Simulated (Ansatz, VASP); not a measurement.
## Two plane-wave programs on SiBF

```
Si B F
1.0
     2.19322    0.00000    0.00000
     0.00000    3.70875    0.00000
     0.00000    0.00000    5.26552
Si B F
1 1 1
Cartesian
  0.0000 1.8544 0.0000
  0.0000 0.0000 2.6328
  0.0000 0.0000 0.0000
```

Alike in both runs: task relaxation of cell and atoms; functional PBE; k mesh 20 × 12 × 10; occupations gaussian, width 0.1 eV; no spin polarisation.

|  | VASP | Ansatz |
| --- | --- | --- |
| version | VASP 6.6.1 | Ansatz 0.2.0 |
| potentials or method | VASP PAW PBE potentials, release 64 (Si, B, F), cutoff 600 eV | scalar-relativistic, plane waves, PAW |
| valence electrons in the cell | 14 | 14 |

Ansatz gave:

| Property | Result |
| --- | --- |
| gap on the k mesh at the Fermi level, each at its own relaxed structure (eV) | none |
| relaxed volume (Å³/atom) | 13.84 |
| relaxed cell length with the largest relative difference (Å) | 4.998 |

Estimate VASP's values.

gap on the k mesh at the Fermi level, each at its own relaxed structure (eV): none; relaxed volume (Å³/atom): 13.35; relaxed cell length with the largest relative difference (Å): 4.735.

A gap of «none» marks a metal or a gap that the smearing closes. One of these differences is far larger than is usual between the two programs; its cause wasn't traced.
